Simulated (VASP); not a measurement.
Cu, 2 atoms in the cell. It takes space group P6_3/mmc (No. 194, hexagonal). Conventional cell: a = 2.682 Å, b = 2.682 Å, c = 3.961 Å, α = 90.00°, β = 90.00°, γ = 120.00°. Within 3.3 Å of Cu (site symmetry -6m2) lie 12 Cu at 2.51 to 2.68 Å. This isn't the form of Cu at room conditions, which is fcc. This cell differs from its parent crystal: biaxial strain in the a-b plane: +6.0 %, then relaxed in part.

| Quantity | Value |
| --- | --- |
| Program | VASP 6.6.1 |
| Task | single point |
| Functional | r2SCAN |
| Potentials or basis | VASP PAW PBE potentials, release 64 (Cu) |
| Cutoff | 520 eV |
| k mesh | 24 × 24 × 12 |
| Occupations | gaussian, width 0.1 eV |
| Spin | no spin polarisation |
| Dipole correction | no |
| Further INCAR settings | ALGO = Normal; EDIFF = 1e-06; NBANDS = 18 |

Potentials or basis: VASP PAW PBE potentials, release 64 (Cu).

The run is started by

```bash
$ cat potpaw_PBE.64/Cu/POTCAR > POTCAR
$ cp INCAR.step1 INCAR
$ mpirun -np 1 vasp_std > vasp.out
$ cp INCAR.step2 INCAR
$ mpirun -np 1 vasp_std > vasp.out
```

Hardware: 1 thread of Intel(R) Xeon(R) 6975P-C (Granite Rapids) (shared host).

**Question.** How long does it take, and how much memory?

**Answer.** Wall time 5.7 min on 1 thread of Intel(R) Xeon(R) 6975P-C (Granite Rapids), with other jobs on the host, peak memory 0.26 GiB. Counts: k points 427.
